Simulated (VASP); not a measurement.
# Se (P3_121) in VASP: further runs, part 2 of 2

VASP 6.6.1. Earlier steps stand in the parts before.

## Step 4: Single point, PBEsol (zz strain of -3 %)

Input file INCAR:

```
SYSTEM = Se
PREC = Accurate
ENCUT = 520
EDIFF = 1E-7
ISMEAR = -1
SIGMA = 0.03
LREAL = .FALSE.
LASPH = .TRUE.
NELM = 100
ALGO = Normal
ISIF = 2
LWAVE = .FALSE.
LCHARG = .FALSE.
GGA = PS
NBANDS = 16
```

Input file KPOINTS:

```
regular mesh
0
G
  6 6 5
  0 0 0
```

Input file POSCAR:

```
Se
1.0
    4.3661999489      0.0000000000      0.0000000000
   -2.1830999745      3.7812400738      0.0000000000
    0.0000000000      0.0000000000      4.8049920000
Se
3
Direct
    0.2254000000      0.0000000000      0.3333333333
    0.0000000000      0.2254000000      0.6666666667
    0.7746000000      0.7746000000      0.0000000000
```

Command:

```bash
> cat potpaw_PBE.64/Se/POTCAR > POTCAR
> mpirun -np 1 vasp_std > vasp.out
```

Run time: 34 s. Hardware: 1 thread of AMD EPYC 7R43 (Zen 3), shared host; peak memory 0.15 GiB.

The run converged. Its results:

```
Free energy            : -11.4337 eV
Pressure               : 3.0 GPa
Largest force          : 0.731 eV/Å
Band gap on the k mesh : 1.16 eV, indirect (least direct gap 1.67 eV)
```

Forces in eV/Å, atoms in the order of the input:
```
Se   0.731  0.000  0.000
Se  -0.366  0.633  0.000
Se  -0.366 -0.633  0.000
```

Stress tensor (GPa, compression positive):
```
1.71 0.00 0.00
0.00 1.71 0.00
0.00 0.00 5.51
```

Levels at points of the mesh, in eV from the valence-band top:
| k point | band 7 | band 8 | band 9 | band 10 | band 11 | band 12 |
| --- | --- | --- | --- | --- | --- | --- |
| (0.00, 0.00, 0.00) | -2.17 | -2.17 | -0.37 | 2.08 | 2.08 | 2.15 |
| (0.50, 0.00, 0.00) | -2.89 | -1.81 | -0.96 | 2.06 | 2.44 | 4.34 |

Caveat: the cell differs from its parent crystal (zz strain of -3 %); the PAW data sets were made with another functional, which shifts forces and pressure a little. A k mesh can miss the band edges.

## Step 5: Single point, PBEsol (zz strain of -1 %)

Input file INCAR:

```
PREC     = Accurate       # precision mode
ENCUT    = 520            # plane-wave cutoff, eV
EDIFF    = 1E-6           # SCF threshold, eV
ISMEAR   = -1             # smearing method
SIGMA    = 0.03           # smearing width, eV
LREAL    = False          # projectors in reciprocal space
LASPH    = True           # aspherical terms in the spheres
NELM     = 80             # most SCF steps
ALGO     = Normal         # electronic algorithm
ISIF     = 2              # what is computed and relaxed
LWAVE    = False          # write WAVECAR
LCHARG   = False          # write CHGCAR
GGA      = PS             # functional
NBANDS   = 16             # bands
```

Input file KPOINTS:

```
Automatic mesh
0
Gamma
  6 6 5
```

Edit POSCAR of step 4 so:

```diff
@@ -4,3 +4,3 @@
    -2.1830999745      3.7812400738      0.0000000000
-    0.0000000000      0.0000000000      4.8049920000
+    0.0000000000      0.0000000000      4.9040640000
 Se
```

Potentials or basis: VASP PAW PBE potentials, release 64 (Se).

Command:

```bash
> cat potpaw_PBE.64/Se/POTCAR > POTCAR
> mpirun -np 1 vasp_std > vasp.out
```

OUTCAR:

```text
PREC = Accurate
   ENCUT = 520
   EDIFF = 1E-6
   ISMEAR = -1
   LREAL = False
   LASPH = True
   NELM = 80
   ISIF = 2
   GGA = PS

 ion  position               nearest neighbor table
   1  0.225  0.000  0.333-   3 2.36   2 2.36
   2  0.000  0.225  0.667-   3 2.36   1 2.36
   3  0.775  0.775  0.000-   1 2.36   2 2.36

  LATTYP: Found a hexagonal cell.
 ALAT       =     4.3661999489
 C/A-ratio  =     1.1231881401

  Lattice vectors:

 A1 = (   4.3661999489,   0.0000000000,   0.0000000000)
 A2 = (  -2.1830999745,   3.7812400738,   0.0000000000)
 A3 = (   0.0000000000,   0.0000000000,   4.9040640000)

Analysis of symmetry for initial positions (statically):
=====================================================================
 Subroutine PRICEL returns:
 Original cell was already a primitive cell.

 Routine SETGRP: Setting up the symmetry group for a
 hexagonal supercell.

 Subroutine GETGRP returns: Found  6 space group operations
 (whereof  2 operations were pure point group operations)
 out of a pool of 24 trial point group operations.

The static configuration has the point symmetry C_2 .
 The point group associated with its full space group is D_3 .

Analysis of symmetry for dynamics (positions and initial velocities):
=====================================================================
 Subroutine PRICEL returns:
 Original cell was already a primitive cell.

 Routine SETGRP: Setting up the symmetry group for a
 hexagonal supercell.

 Subroutine GETGRP returns: Found  6 space group operations
 (whereof  2 operations were pure point group operations)
 out of a pool of 24 trial point group operations.

The dynamic configuration has the point symmetry C_2 .
 The point group associated with its full space group is D_3 .

 Subroutine INISYM returns: Found  6 space group operations
 (whereof  2 operations are pure point group operations),
 and found     1 'primitive' translations

----------------------------------------------------------------------------------------

                                     Primitive cell

  volume of cell :      80.9644

  direct lattice vectors                    reciprocal lattice vectors
     4.366199949  0.000000000  0.000000000     0.229032113  0.132231752  0.000000000
    -2.183099975  3.781240074  0.000000000     0.000000000  0.264463504  0.000000000
     0.000000000  0.000000000  4.904064000     0.000000000  0.000000000  0.203912510

  length of vectors
     4.366199949  4.366199949  4.904064000     0.264463504  0.264463504  0.203912510

  position of ions in fractional coordinates (direct lattice)
     0.225400000  0.000000000  0.333333333
     0.000000000  0.225400000  0.666666667
     0.774600000  0.774600000  0.000000000

  ion indices of the primitive-cell ions
   primitive index   ion index
                 1           1
                 2           2
                 3           3

----------------------------------------------------------------------------------------

 KPOINTS: Automatic mesh

Automatic generation of k-mesh.
 Grid dimensions read from file:
 generate k-points for:    6    6    5

 Generating k-lattice:

  Cartesian coordinates                     Fractional coordinates (reciprocal lattice)
     0.038172019  0.022038625  0.000000000     0.166666667  0.000000000  0.000000000
     0.000000000  0.044077251  0.000000000     0.000000000  0.166666667  0.000000000
     0.000000000  0.000000000  0.040782502     0.000000000  0.000000000  0.200000000

  Length of vectors
     0.044077251  0.044077251  0.040782502

  Shift w.r.t. Gamma in fractional coordinates (k-lattice)
     0.000000000  0.000000000  0.000000000

 Subroutine IBZKPT returns following result:
 ===========================================

 Found     27 irreducible k-points:

 Following reciprocal coordinates:
            Coordinates               Weight
  0.000000  0.000000  0.000000      1.000000
  0.166667  0.000000  0.000000      6.000000
  0.333333  0.000000  0.000000      6.000000
  0.500000  0.000000  0.000000      3.000000
  0.166667  0.166667  0.000000      6.000000
  0.333333  0.166667  0.000000     12.000000
[... 16 lines left out ...]
  0.500000  0.000000  0.400000      6.000000
  0.166667  0.166667  0.400000     12.000000
 [... further k-points ...]
   k-points           NKPTS =     27   k-points in BZ     NKDIM =     27   number of bands    NBANDS=     16
   number of dos      NEDOS =    301   number of ions     NIONS =      3
   total plane-waves  NPLWV =  36864
   dimension x,y,z NGX =    32 NGY =   32 NGZ =   36
   dimension x,y,z NGXF=    64 NGYF=   64 NGZF=   72
   ions per type =               3
   NGX,Y,Z   is equivalent  to a cutoff of  12.18, 12.18, 12.20 a.u.
   NGXF,Y,Z  is equivalent  to a cutoff of  24.37, 24.37, 24.41 a.u.
 SYSTEM =  unknown system
   PREC   = accura    normal or accurate (medium, high low for compatibility)
   ISTART =      0    job   : 0-new  1-cont  2-samecut
   ICHARG =      2    charge: 1-file 2-atom 10-const
   ISPIN  =      1    spin polarized calculation?
   LNONCOLLINEAR =      F non collinear calculations
   LSORBIT =      F    spin-orbit coupling
   LASPH  =      T    aspherical Exc in radial PAW
   ENCUT  =  520.0 eV  38.22 Ry    6.18 a.u.   8.12  8.12  9.12*2*pi/ulx,y,z
   NELM   =     80;   NELMIN=  2; NELMDL= -5     # of ELM steps
   EDIFF  = 0.1E-05   stopping-criterion for ELM
   LREAL  =      F    real-space projection
   EDIFFG = 0.1E-04   stopping-criterion for IOM
   NSW    =      0    number of steps for IOM
   IBRION =     -1    ionic relax: 0-MD 1-quasi-New 2-CG
   NFREE  =      0    steps in history (QN), initial steepest desc. (CG)
   ISIF   =      2    stress and relaxation
   ISYM   =      2    0-nonsym 1-usesym 2-fastsym
   POTIM  = 0.5000    time-step for ionic-motion
   TEBEG  =    0.0;   TEEND  =   0.0 temperature during run
   PSTRESS=    0.0 pullay stress
   NELECT =      18.0000    total number of electrons
   NUPDOWN=      -1.0000    fix difference up-down
   EMIN   =  10.00;   EMAX   =-10.00  energy-range for DOS
   EFERMI =   0.00;   METHOD = LEGACY
   ISMEAR =    -1;   SIGMA  =   0.03  broadening in eV -4-tet -1-fermi 0-gaus
   EFERMI_NEDOS =   21; number of points for ismear=-14 and -15
   IALGO  =     38    algorithm
   IMIX   =      4    mixing-type and parameters
     AMIX     =   0.40;   BMIX     =  1.00
     AMIX_MAG =   1.60;   BMIX_MAG =  1.00
  volume/ion in A,a.u.               =      26.99       182.12
  Fermi-wavevector in a.u.,A,eV,Ry     =   0.991747  1.874131 13.382181  0.983563
  Thomas-Fermi vector in A             =   2.123510
   LORBIT       =      0    0 simple, 1 ext, 2 COOP (PROOUT), +10 PAW based schemes
   GGA     = PS    functional components
   LHFCALC =     F    Hartree Fock is set to
   AEXX    =    0.0000 exact exchange contribution
   IVDW    =     0    specifies the selected vdW correction
   LEPSILON=     F    determine dielectric tensor
   LRPA    =     F    only Hartree local field effects (RPA)
 non-spin polarized calculation
  energy-cutoff  :      520.00
  volume of cell :       80.96
 maximum number of plane-waves:      2193
   NGX = 17   NGY = 17   NGZ = 19

 number of electron      18.0000003 magnetization

 Free energy of the ion-electron system (eV)
  ---------------------------------------------------
  ext. energy  EPLUGINS =         0.00000000
  ---------------------------------------------------
  free energy    TOTEN  =       -11.47552158 eV

  energy without entropy =      -11.47552158  energy(sigma->0) =      -11.47552158

 E-fermi :   3.2016     XC(G=0):  -9.0759

 val. band max:        2.5768056206   @ k =  -0.1667   0.5000   0.4000
 cond. band min:       3.7868546470   @ k =   0.0000   0.0000   0.4000
 fundamental gap:      1.2100490264
 Fermi energy:         3.2016121652

 k-point     1 :       0.0000    0.0000    0.0000
  band No.  band energies     occupation
      1     -13.3064      2.00000
      2      -9.0804      2.00000
      3      -9.0804      2.00000
      4      -1.2280      2.00000
      5      -1.2280      2.00000
      6      -1.2036      2.00000
[... 8 lines left out ...]
     15       9.0028      0.00000
     16      10.9702      0.00000
[... 419 lines left out ...]
 k-point    24 :       0.1667    0.1667    0.4000
  band No.  band energies     occupation
      1     -12.2949      2.00000
      2     -11.4364      2.00000
      3      -7.5563      2.00000
      4      -2.7649      2.00000
      5      -1.8838      2.00000
      6      -1.2708      2.00000
[... 8 lines left out ...]
     15      10.5392      0.00000
     16      10.9365      0.00000

 [... further k-points ...]
[... 5 lines left out ...]
  --------------------------------------------------------------------------------------
  -------------------------------------------------------------------------------------
  Total        0.2158285      0.2158285      1.3678828     -0.0000000     -0.0000000      0.0000000
  in kB        4.2709582      4.2709582     27.0685793     -0.0000000     -0.0000000      0.0000000
  external PRESSURE =      11.8701652 kB  Pullay stress =       0.0000000 kB

 VOLUME and BASIS-vectors are now :
 -----------------------------------------------------------------------------
  energy-cutoff  :      520.00
  volume of cell :       80.96
      direct lattice vectors                 reciprocal lattice vectors
     4.366199949  0.000000000  0.000000000     0.229032113  0.132231752  0.000000000
    -2.183099975  3.781240074  0.000000000     0.000000000  0.264463504  0.000000000
     0.000000000  0.000000000  4.904064000     0.000000000  0.000000000  0.203912510

 POSITION                                       TOTAL-FORCE (eV/Angst)
 -----------------------------------------------------------------------------------
      0.98414      0.00000      1.63469         0.456157     -0.000000      0.000000
     -0.49207      0.85229      3.26938        -0.228078      0.395043     -0.000000
      1.69103      2.92895      0.00000        -0.228078     -0.395043      0.000000
 -----------------------------------------------------------------------------------
    total drift:                               -0.000000     -0.000000     -0.000000

  FREE ENERGIE OF THE ION-ELECTRON SYSTEM (eV)
  ---------------------------------------------------
  free  energy   TOTEN  =       -11.4755215828 eV

  energy  without entropy=      -11.4755215826  energy(sigma->0) =      -11.47552158
```

Wall time 31 s (1 thread of AMD EPYC 7R43 (Zen 3), shared host); peak memory 0.15 GiB.

Results:

- Free energy: -11.4755 eV
- Pressure: 1.2 GPa
- Largest force: 0.456 eV/Å
- Band gap on the k mesh: 1.21 eV, indirect (least direct gap 1.55 eV)

Forces on the atoms (eV/Å):
```
Se   0.456  0.000  0.000
Se  -0.228  0.395  0.000
Se  -0.228 -0.395  0.000
```

Stress tensor (GPa, compression positive):
```
0.43 0.00 0.00
0.00 0.43 0.00
0.00 0.00 2.71
```

Caveat: the cell differs from its parent crystal (zz strain of -1 %); the PAW data sets were made with another functional, which shifts forces and pressure a little. A k mesh can miss the band edges.

## Step 6: Single point, PBEsol (zz strain of +2 %)

Input file INCAR:

```
  ALGO = Normal
  EDIFF = 1E-6
  ENCUT = 520
  GGA = PS
  ISIF = 2
  ISMEAR = -1
  LASPH = True
  LCHARG = False
  LREAL = False
  LWAVE = False
  NBANDS = 16
  NELM = 60
  PREC = Accurate
  SIGMA = 0.03
```

Input file KPOINTS:

```
k-points
0
Gamma
  6 6 5
```

Edit POSCAR of step 5 so:

```diff
@@ -4,3 +4,3 @@
    -2.1830999745      3.7812400738      0.0000000000
-    0.0000000000      0.0000000000      4.9040640000
+    0.0000000000      0.0000000000      5.0526720000
 Se
```

Potentials or basis: VASP PAW PBE potentials, release 64 (Se).

Command:

```bash
> cat potpaw_PBE.64/Se/POTCAR > POTCAR
> mpirun -np 1 vasp_std > vasp.out
```

OUTCAR:

```text
EDIFF = 1E-6
   ENCUT = 520
   GGA = PS
   ISIF = 2
   ISMEAR = -1
   LASPH = True
   LREAL = False
   NELM = 60
   PREC = Accurate

 ion  position               nearest neighbor table
   1  0.225  0.000  0.333-   3 2.40   2 2.40
   2  0.000  0.225  0.667-   3 2.40   1 2.40
   3  0.775  0.775  0.000-   1 2.40   2 2.40

  LATTYP: Found a hexagonal cell.
 ALAT       =     4.3661999489
 C/A-ratio  =     1.1572241444

  Lattice vectors:

[... 629 lines left out ...]
      3      -7.8829      2.00000
      4      -2.8728      2.00000
      5      -1.9767      2.00000
      6      -1.3843      2.00000
[... 8 lines left out ...]
     15      10.1450      0.00000
     16      10.5350      0.00000

 [... further k-points ...]
[... 5 lines left out ...]
  --------------------------------------------------------------------------------------
  -------------------------------------------------------------------------------------
  Total       -0.6161236     -0.6161236     -0.5668890      0.0000000      0.0000000      0.0000000
  in kB      -11.8336702    -11.8336702    -10.8880387      0.0000000      0.0000000      0.0000000
  external PRESSURE =     -11.5184597 kB  Pullay stress =       0.0000000 kB

 VOLUME and BASIS-vectors are now :
 -----------------------------------------------------------------------------
  energy-cutoff  :      520.00
  volume of cell :       83.42
      direct lattice vectors                 reciprocal lattice vectors
     4.366199949  0.000000000  0.000000000     0.229032113  0.132231752  0.000000000
    -2.183099975  3.781240074  0.000000000     0.000000000  0.264463504  0.000000000
     0.000000000  0.000000000  5.052672000     0.000000000  0.000000000  0.197915083

 POSITION                                       TOTAL-FORCE (eV/Angst)
 -----------------------------------------------------------------------------------
      0.98414      0.00000      1.68422         0.105444      0.000000      0.000000
     -0.49207      0.85229      3.36845        -0.052722      0.091317     -0.000000
      1.69103      2.92895      0.00000        -0.052722     -0.091317      0.000000
 -----------------------------------------------------------------------------------
    total drift:                                0.000000      0.000001     -0.000000

  FREE ENERGIE OF THE ION-ELECTRON SYSTEM (eV)
  ---------------------------------------------------
  free  energy   TOTEN  =       -11.4873081910 eV

  energy  without entropy=      -11.4873081909  energy(sigma->0) =      -11.48730819
```

Wall time 42 s (1 thread of AMD EPYC 7R43 (Zen 3), shared host); peak memory 0.16 GiB.

Results:

| Property | Result |
| --- | --- |
| Free energy | -11.4873 eV |
| Pressure | -1.2 GPa |
| Largest force | 0.105 eV/Å |
| Band gap on the k mesh | 1.27 eV, indirect (least direct gap 1.28 eV) |

Forces in eV/Å, atoms in the order of the input:
```
Se   0.105  0.000  0.000
Se  -0.053  0.091  0.000
Se  -0.053 -0.091  0.000
```

Levels at points of the mesh, in eV from the valence-band top:
```tsv
k point	band 5	band 6	band 7	band 8	band 9	band 10	band 11	band 12	band 13	band 14
(0.00, 0.00, 0.00)	-3.64	-3.50	-1.83	-1.83	-0.26	1.86	1.86	2.28	6.03	6.48
(0.50, 0.00, 0.00)	-4.52	-3.24	-2.79	-1.62	-0.87	1.92	2.35	4.10	5.26	7.68
```

Caveat: the cell differs from its parent crystal (zz strain of +2 %); the PAW data sets were made with another functional, which shifts forces and pressure a little.

## Step 7: Summary

```csv
cell,gap on the mesh (eV),pressure (GPa),largest force (eV/Å)
"a = 4.323, b = 4.323, c = 4.954 Å, angles 90.0, 90.0, 120.0°, 3 atoms",1.24,1.3,0.53
"a = 4.454, b = 4.454, c = 4.954 Å, angles 90.0, 90.0, 120.0°, 3 atoms",1.23,-1.4,0.05
"a = 4.366, b = 4.366, c = 4.805 Å, angles 90.0, 90.0, 120.0°, 3 atoms",1.16,3.0,0.73
"a = 4.366, b = 4.366, c = 4.904 Å, angles 90.0, 90.0, 120.0°, 3 atoms",1.21,1.2,0.46
"a = 4.366, b = 4.366, c = 5.053 Å, angles 90.0, 90.0, 120.0°, 3 atoms",1.27,-1.2,0.11
```

Alike in all rows: task single point; level PBEsol; potentials or basis VASP PAW PBE potentials, release 64 (Se); no spin polarisation; k mesh 6 × 6 × 5; cutoff (eV) 520; smearing fermi-dirac 0.03 eV.

Caveats: the PAW data sets were made with another functional, which shifts forces and pressure a little.

Total energies depend on the potentials used, so only differences within one code and one set of settings carry meaning.
